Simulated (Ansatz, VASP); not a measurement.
## One calculation of C, two programs

```
CELL_PARAMETERS angstrom
0.00000 1.54237 1.54237
1.54237 0.00000 1.54237
1.54237 1.54237 0.00000
ATOMIC_POSITIONS crystal
C 0.00000 0.00000 0.00000
```

Alike in both runs: functional PBE; k mesh 23 × 23 × 23; occupations fermi-dirac, width 0.08 eV; no spin polarisation.

Ansatz relaxed the structure, and its values are those at the end. VASP's run is a single point on that final structure, the one shown.

```csv
,VASP,Ansatz
version,VASP 6.6.1,Ansatz 0.2.0
potentials or method,"VASP PAW PBE potentials, release 64 (C)","PAW with Ansatz's default frozen-core files, scalar-relativistic"
plane-wave cutoff (eV),600,420
valence electrons in the cell,4,4
```

|  | VASP | Ansatz | Ansatz less VASP |
| --- | --- | --- | --- |
| pressure (GPa) | -0.1 | 0.0 | +0.07 |
